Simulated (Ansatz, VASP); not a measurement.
Re: VASP beside Ansatz

```
Re
1.0
     2.61155    0.00000    0.00000
    -1.30577    2.26167    0.00000
     0.00000    0.00000    4.17583
Re
2
Direct
  0.33333 0.66667 0.25000
  0.66667 0.33333 0.75000
```

Change from the starting cell: volume scaled by 1.01, crystal datasets.

Alike in both runs: task electric field gradients; functional PBEsol; k mesh 18 × 18 × 10; occupations fermi-dirac, width 0.05 eV; no spin polarisation.

|  | VASP | Ansatz |
| --- | --- | --- |
| version | VASP 6.6.1 | Ansatz 0.2.0 |
| potentials or method | VASP PAW PBE potentials, release 64 (Re), cutoff 520 eV | all-electron PAW with datasets made for the crystal, scalar-relativistic |

```tsv
	VASP	Ansatz	Ansatz less VASP
pressure (GPa)	95.7	92.4	-3.31
traceless stress, the component that is largest in VASP (GPa)	5.36	5.42	+0.056
size of Vzz on the site where it differs most (V/Å²)	108.3	86.8	-21.46
```

VASP's potentials were made for PBE, not for PBEsol. Both programs put the cell under a high pressure, so it lies far from rest at this level. Ansatz ran all-electron here, and VASP with PAW potentials.

Spin-orbit coupling is off throughout. Noted on VASP's run: the cell as given lies far from equilibrium.
